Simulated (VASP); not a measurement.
Here is a VASP 6.6.1 calculation.

The input INCAR:

```
ALGO = Normal ; EDIFF = 1E-7
ENCUT = 520 ; GGA = RE
ISIF = 2 ; ISMEAR = -4
LASPH = T ; LCHARG = F
LREAL = F ; LWAVE = F
NBANDS = 20 ; NELM = 80
PREC = Accurate ; SIGMA = 0.1
```

KPOINTS

```
k-points
0
Gamma
  6 6 6
```

Contents of POSCAR:

```
PbO2
1.0
    0.0000000000      2.7019920000      2.7019920000
    2.7019920000      0.0000000000      2.7019920000
    2.7019920000      2.7019920000      0.0000000000
Pb O
1 2
Direct
    0.0000000000      0.0000000000      0.0000000000
    0.2500000000      0.2500000000      0.2500000000
    0.7500000000      0.7500000000      0.7500000000
```

Potentials or basis: VASP PAW PBE potentials, release 64 (Pb_d, O).

Command:

```console
$ cat potpaw_PBE.64/Pb_d/POTCAR potpaw_PBE.64/O/POTCAR > POTCAR
$ mpirun -np 1 vasp_std > vasp.out
```

Task: Predict the pressure.

Result: 3.1 GPa.

Task: Predict the band gap on the k mesh.

Result: Zero (band 13 reaches 5.74 eV, above the bottom of band 14 at 4.55 eV).

Caveat: the PAW data sets were made with another functional, which shifts forces and pressure a little; spin-orbit coupling is left out, which moves the levels of the heavy elements.
